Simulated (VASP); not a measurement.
Here is a VASP 6.6.1 calculation.

The input POSCAR:

```
Te2Mo
1.0
    3.5421276316      0.0000000000      0.0000000000
   -1.7710638158      3.0675725125      0.0000000000
    0.0000000000      0.0000000000     14.1766431981
Te Mo
4 2
Direct
    0.3333333333      0.6666666667      0.6234149360
    0.6666666667      0.3333333333      0.1234149360
    0.3333333333      0.6666666667      0.8765850640
    0.6666666667      0.3333333333      0.3765850640
    0.3333333333      0.6666666667      0.2500000000
    0.6666666667      0.3333333333      0.7500000000
```

Contents of INCAR.step1:

```
  PREC = Accurate
  ENCUT = 550
  ISMEAR = -1
  SIGMA = 0.02
  LREAL = F
  LASPH = T
  NELM = 120
  NBANDS = 35
  GGA = PE
  ALGO = Normal
  EDIFF = 1E-5
  LWAVE = T
  LCHARG = F
  GGA_COMPAT = F
```

Contents of INCAR.step2:

```
  PREC = Accurate
  ENCUT = 550
  EDIFF = 1E-6
  ISMEAR = -1
  SIGMA = 0.02
  LREAL = F
  LASPH = T
  NELM = 120
  ALGO = Normal
  ISIF = 2
  LWAVE = F
  LCHARG = F
  METAGGA = R2SCAN
  LMIXTAU = T
  LUSE_VDW = T
  IVDW_NL = 2
  BPARAM = 11.95
  CPARAM = 0.0093
  NBANDS = 35
  ISTART = 1
  GGA_COMPAT = F
```

The input KPOINTS:

```
regular mesh
0
Gamma
  12 12 2
```

Potentials or basis: VASP PAW PBE potentials, release 64 (Te, Mo_sv).

Launch:

```bash
$ cat potpaw_PBE.64/Te/POTCAR potpaw_PBE.64/Mo_sv/POTCAR > POTCAR
$ cp INCAR.step1 INCAR
$ mpirun -np 1 vasp_std > vasp.out
$ cp INCAR.step2 INCAR
$ mpirun -np 1 vasp_std > vasp.out
```

**Question.** Estimate the largest force.

**Answer.** 0.047 eV/Å.

**Question.** What does it give for the band gap on the k mesh?

**Answer.** 0.91 eV (least direct gap 1.09 eV).

**Question.** What does it give for the pressure?

**Answer.** 0.4 GPa.

Forces in eV/Å, atoms in the order of the input:
```
Te   0.000  0.000 -0.047
Te   0.000  0.000 -0.047
Te   0.000  0.000  0.047
Te   0.000  0.000  0.047
Mo   0.000  0.000  0.000
Mo   0.000  0.000  0.000
```

Caveat: the PAW data sets were made with another functional, which shifts forces and pressure a little; spin-orbit coupling is left out, which moves the levels of the heavy elements.

**The experiment to reproduce.**

From “Broadband infrared study of pressure-tunable Fano resonance and metallization transition in 2H-MoTe2”, 2022, pmc:9569381, for a bulk crystal of Te2Mo at 300 K: band gap 0.88 ± 0.05 eV (indirect).

A measured gap of Te2Mo is 0.88 eV (indirect; 300 K; quoted in “Broadband infrared study of pressure-tunable Fano resonance and metallization transition in 2H-MoTe2”, 2022, pmc:9569381); the calculated 0.91 eV misses it by +0.03 eV. Spin-orbit coupling on Mo, Te is left out. The value is that of r2SCAN+rVV10 on a finite k mesh, which can miss the band edges, without temperature or zero-point motion.
